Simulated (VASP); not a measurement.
# ZrCl5 (P6/mmm) in VASP: a series of runs, part 2 of 2

VASP 6.6.1. Earlier steps stand in the parts before.

## (3) Relaxation of cell and atoms, PBE

This run uses another cell than the first one, of 32.50 Å³/atom.

Input file INCAR:

```
SYSTEM = ZrCl5
PREC = Accurate ; ENCUT = 600
EDIFF = 1E-6 ; ISMEAR = 0
SIGMA = 0.1 ; LREAL = .FALSE.
LASPH = .TRUE. ; NELM = 60
ALGO = Normal ; ISIF = 3
LWAVE = .FALSE. ; LCHARG = .FALSE.
GGA = PE ; IBRION = 2
NSW = 90 ; EDIFFG = -0.04
```

Input file KPOINTS:

```
Automatic mesh
0
G
  6 6 2
  0 0 0
```

Input file POSCAR:

```
ZrCl5
1.0
    5.0438374200      0.0000000000      0.0000000000
   -2.5219187100      4.3680913400      0.0000000000
    0.0000000000      0.0000000000      8.8519119500
Zr Cl
1 5
Direct
    0.0000000000      0.0000000000      0.5000000000
    0.3333333300      0.6666666700      0.0000000000
    0.6666666700      0.3333333300      0.0000000000
    0.3333333300      0.6666666700      0.5000000000
    0.6666666700      0.3333333300      0.5000000000
    0.0000000000      0.0000000000      0.0000000000
```

Potentials or basis: VASP PAW PBE potentials, release 64 (Zr_sv, Cl).

Command:

```console
$ cat potpaw_PBE.64/Zr_sv/POTCAR potpaw_PBE.64/Cl/POTCAR > POTCAR
$ mpirun -np 1 vasp_std > vasp.out
```

OUTCAR:

```text
SYSTEM = ZrCl5
   PREC = Accurate
   ENCUT = 600
   EDIFF = 1E-6
   ISMEAR = 0
   LREAL = .FALSE.
   LASPH = .TRUE.
   NELM = 60
   ISIF = 3
   GGA = PE
   IBRION = 2
   NSW = 90
   EDIFFG = -0.04

 ion  position               nearest neighbor table
   1  0.000  0.000  0.500-   4 2.91   5 2.91   5 2.91   4 2.91   5 2.91   4 2.91
   2  0.333  0.667  0.000-
   3  0.667  0.333  0.000-
   4  0.333  0.667  0.500-   1 2.91   1 2.91   1 2.91
   5  0.667  0.333  0.500-   1 2.91   1 2.91   1 2.91
   6  0.000  0.000  0.000-

  LATTYP: Found a hexagonal cell.
 ALAT       =     5.0438374200
 C/A-ratio  =     1.7549954951

  Lattice vectors:

 A1 = (   5.0438374200,   0.0000000000,   0.0000000000)
 A2 = (  -2.5219187100,   4.3680913400,   0.0000000000)
 A3 = (   0.0000000000,   0.0000000000,   8.8519119500)

Analysis of symmetry for initial positions (statically):
=====================================================================
 Subroutine PRICEL returns:
 Original cell was already a primitive cell.

 Routine SETGRP: Setting up the symmetry group for a
 hexagonal supercell.

 Subroutine GETGRP returns: Found 24 space group operations
 (whereof 24 operations were pure point group operations)
 out of a pool of 24 trial point group operations.

The static configuration has the point symmetry D_6h.

Analysis of symmetry for dynamics (positions and initial velocities):
=====================================================================
 Subroutine PRICEL returns:
 Original cell was already a primitive cell.

 Routine SETGRP: Setting up the symmetry group for a
 hexagonal supercell.

 Subroutine GETGRP returns: Found 24 space group operations
 (whereof 24 operations were pure point group operations)
 out of a pool of 24 trial point group operations.

The dynamic configuration has the point symmetry D_6h.

 Subroutine INISYM returns: Found 24 space group operations
 (whereof 24 operations are pure point group operations),
 and found     1 'primitive' translations

----------------------------------------------------------------------------------------

                                     Primitive cell

  volume of cell :     195.0248

  direct lattice vectors                    reciprocal lattice vectors
     5.043837420  0.000000000  0.000000000     0.198261743  0.114466471  0.000000000
    -2.521918710  4.368091340  0.000000000     0.000000000  0.228932942  0.000000000
     0.000000000  0.000000000  8.851911950     0.000000000  0.000000000  0.112969944

  length of vectors
     5.043837420  5.043837421  8.851911950     0.228932942  0.228932942  0.112969944

  position of ions in fractional coordinates (direct lattice)
     0.000000000  0.000000000  0.500000000
     0.333333330  0.666666670  0.000000000
     0.666666670  0.333333330  0.000000000
     0.333333330  0.666666670  0.500000000
     0.666666670  0.333333330  0.500000000
     0.000000000  0.000000000  0.000000000

  ion indices of the primitive-cell ions
   primitive index   ion index
                 1           1
                 2           2
                 3           3
                 4           4
                 5           5
                 6           6

----------------------------------------------------------------------------------------

 KPOINTS: Automatic mesh

[... 44 lines left out ...]
   NGX,Y,Z   is equivalent  to a cutoff of  13.18, 13.18, 13.52 a.u.
   NGXF,Y,Z  is equivalent  to a cutoff of  26.37, 26.37, 27.04 a.u.
 SYSTEM =  ZrCl5
   PREC   = accura    normal or accurate (medium, high low for compatibility)
   ISTART =      0    job   : 0-new  1-cont  2-samecut
   ICHARG =      2    charge: 1-file 2-atom 10-const
   ISPIN  =      1    spin polarized calculation?
   LNONCOLLINEAR =      F non collinear calculations
   LSORBIT =      F    spin-orbit coupling
   LASPH  =      T    aspherical Exc in radial PAW
   ENCUT  =  600.0 eV  44.10 Ry    6.64 a.u.  10.07 10.07 17.68*2*pi/ulx,y,z
   NELM   =     60;   NELMIN=  2; NELMDL= -5     # of ELM steps
   EDIFF  = 0.1E-05   stopping-criterion for ELM
   LREAL  =      F    real-space projection
   EDIFFG = -.4E-01   stopping-criterion for IOM
   NSW    =     90    number of steps for IOM
   IBRION =      2    ionic relax: 0-MD 1-quasi-New 2-CG
   NFREE  =      1    steps in history (QN), initial steepest desc. (CG)
   ISIF   =      3    stress and relaxation
   ISYM   =      2    0-nonsym 1-usesym 2-fastsym
   POTIM  = 0.5000    time-step for ionic-motion
   TEBEG  =    0.0;   TEEND  =   0.0 temperature during run
   PSTRESS=    0.0 pullay stress
   NELECT =      47.0000    total number of electrons
   NUPDOWN=      -1.0000    fix difference up-down
   EMIN   =  10.00;   EMAX   =-10.00  energy-range for DOS
   EFERMI =   0.00;   METHOD = LEGACY
   ISMEAR =     0;   SIGMA  =   0.10  broadening in eV -4-tet -1-fermi 0-gaus
   EFERMI_NEDOS =   21; number of points for ismear=-14 and -15
   IALGO  =     38    algorithm
   IMIX   =      4    mixing-type and parameters
     AMIX     =   0.40;   BMIX     =  1.00
     AMIX_MAG =   1.60;   BMIX_MAG =  1.00
  volume/ion in A,a.u.               =      32.50       219.35
  Fermi-wavevector in a.u.,A,eV,Ry     =   1.018773  1.925202 14.121470  1.037899
  Thomas-Fermi vector in A             =   2.152250
   LORBIT       =      0    0 simple, 1 ext, 2 COOP (PROOUT), +10 PAW based schemes
   GGA     = PE    functional components
   LHFCALC =     F    Hartree Fock is set to
   AEXX    =    0.0000 exact exchange contribution
   IVDW    =     0    specifies the selected vdW correction
   LEPSILON=     F    determine dielectric tensor
   LRPA    =     F    only Hartree local field effects (RPA)
 conjugate gradient relaxation of ions
 non-spin polarized calculation
 Gauss-broadening in eV      SIGMA  =   0.10
  energy-cutoff  :      600.00
  volume of cell :      195.02
 maximum number of plane-waves:      6528
   NGX = 21   NGY = 21   NGZ = 35

--------------------------------------- Ionic step        1  -------------------------------------------

 number of electron      46.9999998 magnetization

 Free energy of the ion-electron system (eV)
  ---------------------------------------------------
  ext. energy  EPLUGINS =         0.00000000
  ---------------------------------------------------
  free energy    TOTEN  =       -17.77929945 eV

  energy without entropy =      -17.73065670  energy(sigma->0) =      -17.75497808

------------------------ aborting loop because EDIFF is reached ----------------------------------------

  FORCE on cell =-STRESS in cart. coord.  units (eV):
  Direction    XX          YY          ZZ          XY          YZ          ZX
  --------------------------------------------------------------------------------------
  -------------------------------------------------------------------------------------
  Total       -5.1974041     -5.1974041     -3.1619982      0.0000000      0.0000000      0.0000000
  in kB      -42.6979663    -42.6979664    -25.9766013      0.0000000      0.0000000      0.0000000
  external PRESSURE =     -37.1241780 kB  Pullay stress =       0.0000000 kB
[... 101 lines left out ...]
  FREE ENERGIE OF THE ION-ELECTRON SYSTEM (eV)
  ---------------------------------------------------
  free  energy   TOTEN  =       -18.0653617460 eV

  energy  without entropy=      -18.0209486341  energy(sigma->0) =      -18.04315519

 E-fermi :   4.5718     XC(G=0):  -9.4050

 val. band max:        4.5624185900   @ k =   0.3333   0.1667   0.0000
 cond. band min:       4.5965478820   @ k =   0.3333   0.3333   0.5000
 fundamental gap:      0.0341292920
 Fermi energy:         4.5718069723

 k-point     1 :       0.0000    0.0000    0.0000
  band No.  band energies     occupation
      1     -46.6670      2.00000
      2     -24.6244      2.00000
      3     -24.6244      2.00000
      4     -24.5549      2.00000
      5     -13.0876      2.00000
      6     -11.7932      2.00000
[... 423 lines left out ...]
     27       5.0906      0.00000
     28       5.0906      0.00000

[... ionic steps 4 to 9 ...]

--------------------------------------- Ionic step       10  -------------------------------------------

 number of electron      47.0000000 magnetization

------------------------ aborting loop because EDIFF is reached ----------------------------------------
[... 75 lines left out ...]
--------------------------------------- Ionic step       12  -------------------------------------------

 number of electron      47.0000000 magnetization

 Free energy of the ion-electron system (eV)
  ---------------------------------------------------
  ext. energy  EPLUGINS =         0.00000000
  ---------------------------------------------------
  free energy    TOTEN  =       -19.13455985 eV

  energy without entropy =      -19.09085082  energy(sigma->0) =      -19.11270533

 E-fermi :   4.7334     XC(G=0):  -9.6267

 val. band max:        4.7002040952   @ k =   0.3333   0.1667   0.0000
 cond. band min:       4.7368791688   @ k =   0.3333   0.1667   0.5000
 fundamental gap:      0.0366750736
 Fermi energy:         4.7334499922

 k-point     1 :       0.0000    0.0000    0.0000
  band No.  band energies     occupation
      1     -46.6568      2.00000
      2     -24.5810      2.00000
      3     -24.5810      2.00000
      4     -24.5151      2.00000
      5     -12.4850      2.00000
      6     -11.3818      2.00000
[... 456 lines left out ...]
  FREE ENERGIE OF THE ION-ELECTRON SYSTEM (eV)
  ---------------------------------------------------
  free  energy   TOTEN  =       -19.1345598523 eV

  energy  without entropy=      -19.0908508158  energy(sigma->0) =      -19.11270533

 reached required accuracy - stopping structural energy minimisation
```

Run time: 26 min. Hardware: 1 thread of Intel Xeon 8259CL, shared host; peak memory 0.4 GiB.

Results:

| Item | Value |
| --- | --- |
| Free energy | -19.1346 eV |
| Relaxed volume | 21.69 Å³/atom |
| Relaxed cell | a = 4.913 Å, b = 4.913 Å, c = 6.225 Å, α = 90.00°, β = 90.00°, γ = 120.00° |
| Space group after relaxing (to 0.1 Å) | P6/mmm (No. 191) |
| Energy gained by relaxing | 225.9 meV/atom |
| Ionic steps | 12 |
| Pressure after relaxing | 0.0 GPa |
| Band gap on the k mesh | zero (an odd number of electrons rules out a gap without spin polarisation) |

Step by step:
```tsv
step	energy change (eV)	largest force (eV/Å)	pressure (GPa)	volume (Å³)
1	0.0000	0.0000	-3.71	195.02
2	-0.2858	0.0000	-0.50	174.51
3	-0.2861	0.0000	-0.39	173.98
4	-0.3855	0.0000	-0.41	168.73
5	-0.7443	0.0000	-0.36	153.00
6	-1.2597	0.0000	3.86	121.52
7	-1.2138	0.0000	0.70	134.49
8	-1.3021	0.0000	1.80	128.13
9	-1.3083	0.0000	2.36	125.95
10	-1.2883	0.0000	-0.46	129.45
11	-1.3468	0.0000	0.90	127.51
12	-1.3553	0.0000	0.02	130.13
```

Final structure:
```xyz
6
Lattice="4.9130 0.0000 0.0000 -2.4565 4.2548 0.0000 0.0000 0.0000 6.2251" Properties=species:S:1:pos:R:3 pbc="T T T"
Zr    0.0000    0.0000    3.1125
Cl    0.0000    2.8365    0.0000
Cl    2.4565    1.4183    0.0000
Cl    0.0000    2.8365    3.1125
Cl    2.4565    1.4183    3.1125
Cl    0.0000    0.0000    0.0000
```

Caveat: the volume moved by over 15 % at a fixed basis, so the end points are rough; an odd number of electrons without spin polarisation forces a metal; a magnetic or distorted state may lie lower.

## (4) Relaxation of cell and atoms, PBE

Input file INCAR:

```
PREC = Accurate ; ENCUT = 600
EDIFF = 1E-7 ; ISMEAR = 0
SIGMA = 0.1 ; LREAL = False
LASPH = True ; NELM = 100
ALGO = Normal ; ISIF = 3
LWAVE = False ; LCHARG = False
GGA = PE ; IBRION = 2
NSW = 90 ; EDIFFG = -0.04
```

Input file KPOINTS:

```
regular mesh
0
Gamma
  6 6 4
```

Input file POSCAR:

```
ZrCl5
1.0
    4.9138176225      0.0000000000      0.0000000000
   -2.4569088112      4.2554908906      0.0000000000
    0.0000000000      0.0000000000      6.2235162043
Zr Cl
1 5
Direct
    0.0000000000      0.0000000000      0.5000000000
    0.3333333333      0.6666666667      0.0000000000
    0.6666666667      0.3333333333      0.0000000000
    0.3333333333      0.6666666667      0.5000000000
    0.6666666667      0.3333333333      0.5000000000
    0.0000000000      0.0000000000      0.0000000000
```

Command:

```console
$ cat potpaw_PBE.64/Zr_sv/POTCAR potpaw_PBE.64/Cl/POTCAR > POTCAR
$ mpirun -np 1 vasp_std > vasp.out
```

Run time: 2.6 min. Hardware: 1 thread of Intel Xeon 8259CL, shared host; peak memory 0.3 GiB.

The run converged. Its results:

| Property | Result |
| --- | --- |
| Free energy | -19.1550 eV |
| Pressure after relaxing | 0.0 GPa |
| Band gap on the k mesh | zero (an odd number of electrons rules out a gap without spin polarisation) |

Stress tensor (GPa, compression positive):
```
 0.03  0.00  0.00
 0.00  0.03  0.00
 0.00  0.00 -0.14
```

Final structure:
```
Zr Cl
1.0
     4.91382    0.00000    0.00000
    -2.45691    4.25549    0.00000
     0.00000    0.00000    6.22352
Zr Cl
1 5
Direct
  0.00000 0.00000 0.50000
  0.33333 0.66667 0.00000
  0.66667 0.33333 0.00000
  0.33333 0.66667 0.50000
  0.66667 0.33333 0.50000
  0.00000 0.00000 0.00000
```

Levels at points of the mesh, in eV from the Fermi level:
```tsv
k point	band 21	band 22	band 23	band 24	band 25	band 26
(0.00, 0.00, 0.00)	-1.41	-0.47	-0.08	-0.08	0.22	0.97
(0.50, 0.00, 0.00)	-0.89	-0.87	-0.49	-0.43	-0.26	0.15
(0.00, 0.00, 0.50)	-2.31	-1.36	0.15	0.15	0.97	0.97
(0.50, 0.00, 0.50)	-1.90	-0.95	-0.52	-0.46	0.06	0.16
```

Caveat: an odd number of electrons without spin polarisation forces a metal; a magnetic or distorted state may lie lower.

## (5) Summary

```tsv
task	cell	k mesh	cutoff (eV)	gap on the mesh (eV)	pressure (GPa)	relaxed volume (Å³/atom)
single point	a = 4.914, b = 4.914, c = 6.224 Å, angles 90.0, 90.0, 120.0°, 6 atoms	6 × 6 × 4	520	none	-0.1	-
relaxation of cell and atoms	relaxed from a = 5.044, b = 5.044, c = 8.852 Å, angles 90.0, 90.0, 120.0°, 6 atoms	6 × 6 × 2	600	none	0.0	21.69
relaxation of cell and atoms	relaxed from a = 4.914, b = 4.914, c = 6.224 Å, angles 90.0, 90.0, 120.0°, 6 atoms	6 × 6 × 4	600	none	0.0	21.69
```

Alike in all rows: level PBE; potentials or basis VASP PAW PBE potentials, release 64 (Zr_sv, Cl); no spin polarisation; smearing gaussian 0.1 eV.

Caveats: an odd number of electrons without spin polarisation forces a metal; a magnetic or distorted state may lie lower; the volume moved by over 15 % at a fixed basis, so the end points are rough (at least some runs).

Absolute energies hang on the potentials; compare differences alone.

The gap in the log of VASP goes by the Fermi energy; the results here count the filled bands.